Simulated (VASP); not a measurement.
Set up this calculation in VASP 6.6.1, as the native input.

```
Task                   : relaxation of cell and atoms
Functional             : PBE
Potentials or basis    : VASP PAW PBE potentials, release 64 (Sb, Se)
Cutoff                 : 600 eV
k mesh                 : 8 × 8 × 8
Occupations            : gaussian, width 0.1 eV
Spin                   : no spin polarisation
Dipole correction      : no
Further INCAR settings : ALGO = Normal; EDIFF = 1e-06; IBRION = 2; EDIFFG = -0.01; NSW = 100; ISIF = 3
```

The structure of Sb5Se lies in POSCAR:

```
Sb5Se
1.0
    0.0000000000      4.3898397573      4.3898397573
    4.3898397573      0.0000000000      4.3898397573
    4.3898397573      4.3898397573      0.0000000000
Sb Se
5 1
Direct
    0.7500000000      0.7500000000      0.7500000000
    0.3741557409      0.3741557409      0.8775327773
    0.3741557409      0.8775327773      0.3741557409
    0.3741557409      0.3741557409      0.3741557409
    0.8775327773      0.3741557409      0.3741557409
    0.0000000000      0.0000000000      0.0000000000
```

The cell was generated, and may not be a known phase.

These files were run (other wordings do the same):

INCAR

```
SYSTEM = Sb5Se
PREC     = Accurate       ! precision mode
ENCUT    = 600            ! plane-wave cutoff, eV
EDIFF    = 1E-6           ! SCF threshold, eV
ISMEAR   = 0              ! smearing method
SIGMA    = 0.1            ! smearing width, eV
LREAL    = .False.        ! projectors in reciprocal space
LASPH    = .True.         ! aspherical terms in the spheres
NELM     = 60             ! most SCF steps
ALGO     = Normal         ! electronic algorithm
ISIF     = 3              ! what is computed and relaxed
LWAVE    = .False.        ! write WAVECAR
LCHARG   = .False.        ! write CHGCAR
GGA      = PE             ! functional
IBRION   = 2              ! ionic algorithm
NSW      = 100            ! ionic steps
EDIFFG   = -0.01          ! ionic threshold
```

KPOINTS

```
regular mesh
0
Gamma
  8 8 8
  0 0 0
```

Potentials or basis: VASP PAW PBE potentials, release 64 (Sb, Se).

Launch:

```console
$ cat potpaw_PBE.64/Sb/POTCAR potpaw_PBE.64/Se/POTCAR > POTCAR
$ mpirun -np 1 vasp_std > vasp.out
```

Results of the run:

| Item | Value |
| --- | --- |
| Relaxed volume | 27.99 Å³/atom |
| Relaxed cell | a = 6.193 Å, b = 6.193 Å, c = 6.193 Å, α = 60.00°, β = 60.00°, γ = 60.00° |
| Space group after relaxing (to 0.1 Å) | F-43m (No. 216) |
| Energy gained by relaxing | 1.0 meV/atom |
| Ionic steps | 6 |
| Pressure after relaxing | 0.0 GPa |

Caveat: the highest band is partly filled, so the run has too few bands.

Run time: 4.7 min on 1 thread of Intel Xeon 8259CL (shared host), peak memory 0.43 GiB.
